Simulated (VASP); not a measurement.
# Si13Sn3 (P1) in VASP: notebook

Aim: see how the results for Si13Sn3 move with the level of theory and the settings. Levels: PBEsol, HSE06. Tasks: relaxation of volume and atoms at fixed shape, single point.

Everything below comes from runs of VASP 6.6.1. Logs are shortened: lines on timing, memory, paths and dates and some standing lists are left out, and cuts for length are marked.

### 1 The cell of the first run

The typed cell holds 64 atoms: a = 11.286 Å, b = 11.286 Å, c = 11.286 Å, α = 90.00°, β = 90.00°, γ = 90.00°.

### 2 Relaxation of volume and atoms at fixed shape, PBEsol

Input file INCAR:

```
PREC     = Accurate       # precision mode
ENCUT    = 600            # plane-wave cutoff, eV
EDIFF    = 1E-7           # SCF threshold, eV
ISMEAR   = -1             # smearing method
SIGMA    = 0.05           # smearing width, eV
LREAL    = Auto         
LASPH    = True           # aspherical terms in the spheres
NELM     = 60             # most SCF steps
ALGO     = Normal         # electronic algorithm
ISIF     = 8              # what is computed and relaxed
LWAVE    = False          # write WAVECAR
LCHARG   = False          # write CHGCAR
GGA      = PS             # functional
IBRION   = 2              # ionic algorithm
NSW      = 100            # ionic steps
EDIFFG   = -0.03          # ionic threshold
LUSENCCL = False
```

Input file KPOINTS:

```
Automatic mesh
0
Gamma
  1 1 1
  0.5 0.5 0.5
```

Input file POSCAR:

```
Si13Sn3
1.0
   11.2861300000      0.0000000000      0.0000000000
    0.0000000000     11.2861300000      0.0000000000
    0.0000000000      0.0000000000     11.2861300000
Si Sn
52 12
Direct
    0.9980030000      0.9971600000      0.9992820000
    0.9999360000      0.9995850000      0.5021020000
    0.0042470000      0.5010450000      0.0025700000
    0.9988830000      0.4987760000      0.5010080000
    0.5023350000      0.0014120000      0.5008650000
    0.4996240000      0.4985250000      0.0017080000
    0.5015910000      0.5023230000      0.5015340000
    0.1274410000      0.1278550000      0.1256800000
    0.1233580000      0.1272530000      0.6276360000
    0.1274190000      0.6270190000      0.1249430000
    0.1269740000      0.6262160000      0.6246960000
    0.6265250000      0.1245460000      0.1263270000
    0.6262350000      0.1267400000      0.6272060000
    0.6240850000      0.6256420000      0.1244330000
    0.6239140000      0.6264240000      0.6270040000
    0.2455270000      0.2526070000      0.5016210000
    0.2467450000      0.7487060000      0.0012890000
    0.2492640000      0.7520950000      0.4994920000
    0.7479210000      0.2525290000      0.5024500000
    0.7487100000      0.7501480000      0.0003250000
    0.7477820000      0.7505120000      0.4979280000
    0.3767040000      0.3770760000      0.1237970000
    0.3737230000      0.3776830000      0.6253540000
    0.3755300000      0.8773970000      0.1281480000
    0.3738790000      0.8747270000      0.6259470000
    0.8795470000      0.3760020000      0.1253430000
    0.8744700000      0.3722390000      0.6240690000
    0.8737550000      0.8776790000      0.1227410000
    0.8747330000      0.8744880000      0.6280670000
    0.2495370000      0.0004630000      0.2502460000
    0.2494090000      0.0022740000      0.7508370000
    0.2476600000      0.5018410000      0.2502050000
    0.2468680000      0.5027110000      0.7490100000
    0.7493240000      0.9998310000      0.2524170000
    0.7477200000      0.0031030000      0.7513730000
    0.7511510000      0.4994330000      0.2518820000
    0.3749090000      0.1262610000      0.3773160000
    0.3757330000      0.1242910000      0.8739820000
    0.3759020000      0.6283930000      0.3760380000
    0.3739640000      0.6261060000      0.8782530000
    0.8768240000      0.1250290000      0.8756090000
    0.8727510000      0.6240870000      0.3744400000
    0.8735410000      0.6233640000      0.8732730000
    0.0022370000      0.2493510000      0.2495170000
    0.9990920000      0.2507020000      0.7492180000
    0.0003150000      0.7509200000      0.2494450000
    0.5007430000      0.2516870000      0.2502860000
    0.1253700000      0.3751030000      0.8768360000
    0.1287980000      0.8768720000      0.8769660000
    0.6238640000      0.3720200000      0.8779000000
    0.6253210000      0.8764440000      0.3752080000
    0.6270330000      0.8767340000      0.8769990000
    0.4999880000      0.9997180000      0.9987920000
    0.2492810000      0.2496080000      0.9995740000
    0.7490900000      0.2493610000      0.9986250000
    0.7488560000      0.4976040000      0.7468070000
    0.8723800000      0.1228630000      0.3731230000
    0.0010030000      0.7487740000      0.7505780000
    0.5010130000      0.2494910000      0.7502740000
    0.5026750000      0.7486220000      0.2546720000
    0.5035200000      0.7512170000      0.7478730000
    0.1255790000      0.3755160000      0.3752990000
    0.1279700000      0.8724710000      0.3727320000
    0.6263100000      0.3753790000      0.3777900000
```

Potentials or basis: VASP PAW PBE potentials, release 64 (Si, Sn_d).

Command:

```
cat potpaw_PBE.64/Si/POTCAR potpaw_PBE.64/Sn_d/POTCAR > POTCAR
mpirun -np 1 vasp_std > vasp.out
```

OUTCAR:

```text
PREC = Accurate
   ENCUT = 600
   EDIFF = 1E-7
   ISMEAR = -1
   LREAL = Auto
   LASPH = True
   NELM = 60
   ISIF = 8
   GGA = PS
   IBRION = 2
   NSW = 100
   EDIFFG = -0.03

 ion  position               nearest neighbor table
   1  0.998  0.997  0.999-  28 2.39  41 2.43  49 2.43   8 2.52
   2  1.000  1.000  0.502-  29 2.45   9 2.45  57 2.48  63 2.51
   3  0.004  0.501  0.003-  10 2.42  26 2.43  48 2.43  43 2.49
   4  0.999  0.499  0.501-  27 2.44  62 2.45  42 2.46  11 2.47
   5  0.502  0.001  0.501-  51 2.43  13 2.45  37 2.45  25 2.48
   6  0.500  0.499  0.002-  22 2.39  14 2.44  50 2.44  40 2.45
[... 56 lines left out ...]
  63  0.128  0.872  0.373-  18 2.40  30 2.42  46 2.43   2 2.51
  64  0.626  0.375  0.378-  19 2.41  36 2.44   7 2.45  47 2.46

  LATTYP: Found a simple cubic cell.
 ALAT       =    11.2861300000

  Lattice vectors:

 A1 = (  11.2861300000,   0.0000000000,   0.0000000000)
 A2 = (   0.0000000000,  11.2861300000,   0.0000000000)
 A3 = (   0.0000000000,   0.0000000000,  11.2861300000)

Analysis of symmetry for initial positions (statically):
=====================================================================
 Subroutine PRICEL returns:
 Original cell was already a primitive cell.

 Routine SETGRP: Setting up the symmetry group for a
 simple cubic supercell.

 Subroutine GETGRP returns: Found  1 space group operations
 (whereof  1 operations were pure point group operations)
 out of a pool of 48 trial point group operations.

The static configuration has the point symmetry C_1 .

Analysis of symmetry for dynamics (positions and initial velocities):
=====================================================================
 Subroutine PRICEL returns:
 Original cell was already a primitive cell.

 Routine SETGRP: Setting up the symmetry group for a
 simple cubic supercell.

 Subroutine GETGRP returns: Found  1 space group operations
 (whereof  1 operations were pure point group operations)
 out of a pool of 48 trial point group operations.

The dynamic configuration has the point symmetry C_1 .

 Subroutine INISYM returns: Found  1 space group operations
 (whereof  1 operations are pure point group operations),
 and found     1 'primitive' translations

----------------------------------------------------------------------------------------

                                     Primitive cell

[... 210 lines left out ...]
     AMIX_MAG =   1.60;   BMIX_MAG =  1.00
  volume/ion in A,a.u.               =      22.46       151.58
  Fermi-wavevector in a.u.,A,eV,Ry     =   1.046949  1.978448 14.913390  1.096103
  Thomas-Fermi vector in A             =   2.181809
   LORBIT       =      0    0 simple, 1 ext, 2 COOP (PROOUT), +10 PAW based schemes
   GGA     = PS    functional components
   LHFCALC =     F    Hartree Fock is set to
   AEXX    =    0.0000 exact exchange contribution
   IVDW    =     0    specifies the selected vdW correction
   LEPSILON=     F    determine dielectric tensor
   LRPA    =     F    only Hartree local field effects (RPA)
 conjugate gradient relaxation of ions
 non-spin polarized calculation
  energy-cutoff  :      600.00
  volume of cell :     1437.59
 maximum number of plane-waves:     47864
   NGX = 45   NGY = 45   NGZ = 45

--------------------------------------- Ionic step        1  -------------------------------------------

 number of electron     376.0000021 magnetization

 Free energy of the ion-electron system (eV)
  ---------------------------------------------------
  ext. energy  EPLUGINS =         0.00000000
  ---------------------------------------------------
  free energy    TOTEN  =      -333.22507175 eV

  energy without entropy =     -333.22507156  energy(sigma->0) =     -333.22507165

------------------------ aborting loop because EDIFF is reached ----------------------------------------

  FORCE on cell =-STRESS in cart. coord.  units (eV):
  Direction    XX          YY          ZZ          XY          YZ          ZX
  --------------------------------------------------------------------------------------
  -------------------------------------------------------------------------------------
  Total       12.1290770     11.9314606     12.0052882     -1.3437766     -2.0553630     -0.2473819
  in kB       13.5177121     13.2974709     13.3797509     -1.4976230     -2.2906776     -0.2757042
  external PRESSURE =      13.3983113 kB  Pullay stress =       0.0000000 kB
[... 275 lines left out ...]
  FREE ENERGIE OF THE ION-ELECTRON SYSTEM (eV)
  ---------------------------------------------------
  free  energy   TOTEN  =      -337.5345140360 eV

  energy  without entropy=     -337.5345023659  energy(sigma->0) =     -337.53450820

[... ionic steps 4 to 11 ...]

--------------------------------------- Ionic step       12  -------------------------------------------

 number of electron     376.0000014 magnetization

------------------------ aborting loop because EDIFF is reached ----------------------------------------
[... 191 lines left out ...]
--------------------------------------- Ionic step       14  -------------------------------------------

 number of electron     376.0000013 magnetization

 Free energy of the ion-electron system (eV)
  ---------------------------------------------------
  ext. energy  EPLUGINS =         0.00000000
  ---------------------------------------------------
  free energy    TOTEN  =      -338.52253251 eV

  energy without entropy =     -338.52251625  energy(sigma->0) =     -338.52252438

 E-fermi :   6.1468     XC(G=0):  -9.4767

 val. band max:        5.5162894447   @ k =   0.5000   0.5000   0.5000
 cond. band min:       6.7892258379   @ k =   0.5000   0.5000   0.5000
 fundamental gap:      1.2729363932
 Fermi energy:         6.1467707816

 k-point     1 :       0.5000    0.5000    0.5000
  band No.  band energies     occupation
      1     -15.2287      2.00000
      2     -15.2247      2.00000
      3     -15.2162      2.00000
      4     -15.2106      2.00000
      5     -15.2093      2.00000
      6     -15.2002      2.00000
[... 192 lines left out ...]
    199       7.1073      0.00000
    200       7.1250      0.00000
 [bands above 200 left out]

------------------------ aborting loop because EDIFF is reached ----------------------------------------

  FORCE on cell =-STRESS in cart. coord.  units (eV):
  Direction    XX          YY          ZZ          XY          YZ          ZX
  --------------------------------------------------------------------------------------
  -------------------------------------------------------------------------------------
  Total        0.0863220     -1.0758931      0.5816023      0.1116447      0.1785697     -0.0179134
  in kB        0.0962135     -1.1991783      0.6482474      0.1244379      0.1990318     -0.0199661
  external PRESSURE =      -0.1515725 kB  Pullay stress =       0.0000000 kB
[... 79 lines left out ...]
  FREE ENERGIE OF THE ION-ELECTRON SYSTEM (eV)
  ---------------------------------------------------
  free  energy   TOTEN  =      -338.5225325143 eV

  energy  without entropy=     -338.5225162499  energy(sigma->0) =     -338.52252438

 reached required accuracy - stopping structural energy minimisation
```

Wall time 13 min (1 × NVIDIA H100 80GB with 1 thread of AMD EPYC 7R13 (Zen 3), shared host); peak memory 2 GiB.

What came out:

| Item | Value |
| --- | --- |
| Free energy | -338.5225 eV |
| Energy gained by relaxing | 82.8 meV/atom |
| Ionic steps | 14 |
| Pressure after relaxing | 0.0 GPa |
| Largest force after relaxing | 0.028 eV/Å |
| Band gap on the k mesh | 1.27 eV |

Forces on the atoms (eV/Å):
```
Si   0.006  0.016 -0.001
Si   0.001  0.010 -0.013
Si  -0.006 -0.014 -0.004
Si  -0.007 -0.015 -0.001
Si   0.012  0.000  0.001
Si   0.005 -0.010 -0.007
Si  -0.006 -0.002 -0.013
Si   0.002 -0.002  0.002
Si   0.013  0.000  0.017
Si   0.006  0.000  0.003
Si   0.000 -0.014 -0.007
Si  -0.013  0.003 -0.011
Si   0.004  0.005  0.010
Si  -0.010  0.013  0.000
Si   0.005  0.002 -0.014
Si   0.006 -0.016  0.002
Si  -0.006  0.007 -0.013
Si   0.001 -0.004  0.007
Si   0.006  0.011  0.009
Si  -0.002  0.013 -0.001
Si  -0.006 -0.010 -0.007
Si   0.020 -0.008  0.009
Si   0.018 -0.014  0.008
Si  -0.006  0.003 -0.003
Si   0.001 -0.014  0.002
Si   0.000 -0.014 -0.011
Si   0.002  0.016  0.018
Si  -0.002  0.011  0.009
Si  -0.015 -0.005 -0.010
Si  -0.019  0.011  0.003
Si  -0.002  0.003 -0.003
Si   0.002 -0.014  0.007
Si   0.010 -0.005  0.006
Si  -0.010  0.016  0.000
Si  -0.004 -0.007 -0.005
Si  -0.008 -0.002  0.014
Si   0.006 -0.012 -0.024
Si   0.016  0.002 -0.007
Si   0.005 -0.007  0.015
Si  -0.002 -0.001  0.003
Si  -0.009  0.018  0.001
Si   0.002 -0.004  0.014
Si  -0.006  0.010  0.011
Si  -0.005  0.009  0.004
Si  -0.009  0.009  0.000
Si  -0.002  0.002  0.013
Si   0.012  0.000  0.006
Si  -0.002 -0.005 -0.001
Si   0.000 -0.005 -0.006
Si  -0.013  0.010  0.003
Si  -0.003 -0.008 -0.013
Si   0.009 -0.003  0.002
Sn   0.008 -0.014 -0.022
Sn   0.010 -0.001 -0.001
Sn  -0.020  0.004  0.001
Sn  -0.019  0.003  0.006
Sn   0.006  0.026 -0.007
Sn   0.003  0.007 -0.006
Sn   0.013  0.004 -0.002
Sn  -0.007  0.005 -0.006
Sn   0.007 -0.002  0.021
Sn  -0.011 -0.013 -0.010
Sn   0.012  0.003  0.005
Sn   0.002 -0.006 -0.001
```

The path:
| step | energy change (eV) | largest force (eV/Å) | pressure (GPa) | volume (Å³) |
| --- | --- | --- | --- | --- |
| 1 | 0.0000 | 2.7770 | 1.34 | 1437.59 |
| 2 | -4.2754 | 0.8870 | -1.84 | 1477.03 |
| 3 | -4.3094 | 0.8441 | -2.09 | 1481.08 |
| 4 | -5.0379 | 0.4881 | 0.86 | 1423.18 |
| 5 | -5.0407 | 0.4961 | 0.67 | 1426.34 |
| 6 | -5.2136 | 0.2153 | 0.09 | 1435.91 |
| 7 | -5.2235 | 0.2416 | -0.07 | 1438.78 |
| 8 | -5.2688 | 0.1267 | -0.07 | 1438.52 |
| 9 | -5.2788 | 0.1405 | -0.06 | 1438.32 |
| 10 | -5.2898 | 0.0582 | 0.07 | 1435.94 |
| 11 | -5.2911 | 0.0635 | 0.14 | 1434.74 |
| 12 | -5.2949 | 0.0453 | -0.10 | 1438.92 |
| 13 | -5.2950 | 0.0429 | -0.07 | 1438.38 |
| 14 | -5.2975 | 0.0279 | -0.02 | 1437.46 |

Final structure:
```
Si Sn
1.0
    11.28579    0.00000    0.00000
     0.00000   11.28579    0.00000
     0.00000    0.00000   11.28579
Si Sn
52 12
Direct
  0.00039 0.99642 0.00116
  0.00106 0.00169 0.51577
  0.00505 0.50304 0.00188
  0.99442 0.50561 0.50303
  0.50158 0.00216 0.49798
  0.49834 0.50370 0.00547
  0.48845 0.50648 0.50404
  0.11744 0.11911 0.12715
  0.12738 0.12556 0.63088
  0.12519 0.62638 0.12306
  0.13017 0.61953 0.62213
  0.62190 0.12283 0.14045
  0.63191 0.11697 0.62280
  0.63403 0.62191 0.11740
  0.62386 0.62868 0.60869
  0.25543 0.24279 0.50692
  0.24487 0.75029 0.00273
  0.25538 0.74240 0.50674
  0.75193 0.24856 0.51297
  0.75482 0.74939 0.00185
  0.75082 0.75466 0.49467
  0.38223 0.38321 0.13197
  0.36539 0.38311 0.62154
  0.36019 0.87341 0.12672
  0.36846 0.88309 0.61843
  0.88766 0.38551 0.12816
  0.88330 0.36798 0.62324
  0.87253 0.87209 0.12280
  0.86865 0.87866 0.62106
  0.25138 0.00757 0.24765
  0.24569 0.99822 0.74747
  0.25673 0.51038 0.24485
  0.24509 0.50016 0.75048
  0.74483 0.99058 0.24694
  0.75564 0.99893 0.74782
  0.76052 0.50749 0.24427
  0.37595 0.12520 0.37624
  0.36590 0.11725 0.86465
  0.36848 0.62118 0.38228
  0.36527 0.61946 0.88452
  0.88524 0.11807 0.86722
  0.87392 0.62942 0.37398
  0.87823 0.62552 0.89192
  0.00072 0.25010 0.23708
  0.00401 0.24945 0.74823
  0.99282 0.74340 0.24203
  0.49297 0.24643 0.25073
  0.11440 0.38429 0.86656
  0.13306 0.88214 0.88299
  0.61401 0.38179 0.88447
  0.62943 0.88100 0.38114
  0.64524 0.87393 0.87513
  0.50011 0.99616 0.99913
  0.24584 0.25475 0.99849
  0.75383 0.25012 0.00442
  0.75058 0.50162 0.75072
  0.87525 0.12363 0.37396
  0.00219 0.75228 0.75344
  0.49773 0.25084 0.74512
  0.50071 0.74807 0.25317
  0.49917 0.75239 0.75106
  0.12809 0.37496 0.37276
  0.12384 0.87171 0.37691
  0.62493 0.37832 0.37746
```

Caveat: the k points lie up to 0.56 Å⁻¹ apart in the final cell; the PAW data sets were made with another functional, which shifts forces and pressure a little; spin-orbit coupling is left out, which moves the levels of the heavy elements; a shifted mesh leaves out Γ, where band edges can lie.

(Part 1 of 2 ends here.)
